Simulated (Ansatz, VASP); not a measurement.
# One calculation of ScAlTlAs3, two programs

```xyz
6
Lattice="6.5994 0.0000 0.0000 -3.2997 5.7153 0.0000 0.0000 0.0000 3.7309" Properties=species:S:1:pos:R:3 pbc="T T T"
Sc    0.0000    3.8102    0.0000
Al    0.0000    0.0000    0.0000
Tl    3.2997    1.9051    0.0000
As    1.7167    4.8013    1.8655
As   -1.7167    4.8013    1.8655
As    0.0000    1.8278    1.8655
```

Change from the starting cell: species swapped into the LaAlCuNi3 type (P-6m2, No. 187).

Alike in both runs: functional PBE; k mesh 3 × 3 × 6; occupations gaussian, width 0.1 eV; no spin polarisation.

Ansatz relaxed the structure, and its values are those at the end. VASP's run is a single point on that final structure, the one shown.

|  | VASP | Ansatz |
| --- | --- | --- |
| version | VASP 6.6.1 | Ansatz 0.2.0 |
| potentials or method | VASP PAW PBE potentials, release 64 (Sc_sv, Al, Tl_d, As), cutoff 520 eV | scalar-relativistic, plane waves, PAW |
| valence electrons in the cell | 42 | 72 |

|  | VASP | Ansatz | Ansatz less VASP |
| --- | --- | --- | --- |
| gap on the k mesh at the Fermi level (eV) | none | none | - |
| pressure (GPa) | 0.1 | 0.0 | -0.13 |
| rms of the force components (eV/Å) | 0.015 | 0.012 | -0.0024 |

A gap of «none» marks a metal or a gap that the smearing closes. VASP's potentials hold 42 valence electrons a cell and Ansatz's 72, so a difference there can come from the potentials and not from the codes.

The k mesh is coarse, so the values compare programs but aren't converged. Neither program's run includes spin-orbit coupling.
